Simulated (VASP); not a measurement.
The system is ZrC.

```
Zr C
1.0
     3.36102    0.02253   -0.02976
    -1.66099    2.89957    0.02954
    -0.04642    0.02640    5.33279
Zr C
2 2
Direct
  0.33696 0.67599 0.24603
  0.68904 0.32775 0.74611
  0.03363 0.01770 0.99926
  0.01846 0.00450 0.49087
```

Base run:

```yaml
Program: VASP 6.6.1
Functional: PBE
Potentials_or_basis: VASP PAW PBE potentials, release 64 (Zr_sv, C)
Cutoff: 520 eV
k_mesh: 6 × 6 × 4
Occupations: gaussian, width 0.1 eV
Spin: no spin polarisation
```

Its results: pressure 1.0 GPa; largest force 1.044 eV/Å.

Problem. The run is repeated on the same cell with these changes: k mesh from 6 × 6 × 4 to 1 × 1 × 1. What comes out?

Solution. Pressure 17.5 GPa; largest force 1.710 eV/Å.

Caveats: some runs use coarse meshes; forces of over 1 eV/Å act on the atoms, so gaps and moduli don't describe the material at rest.
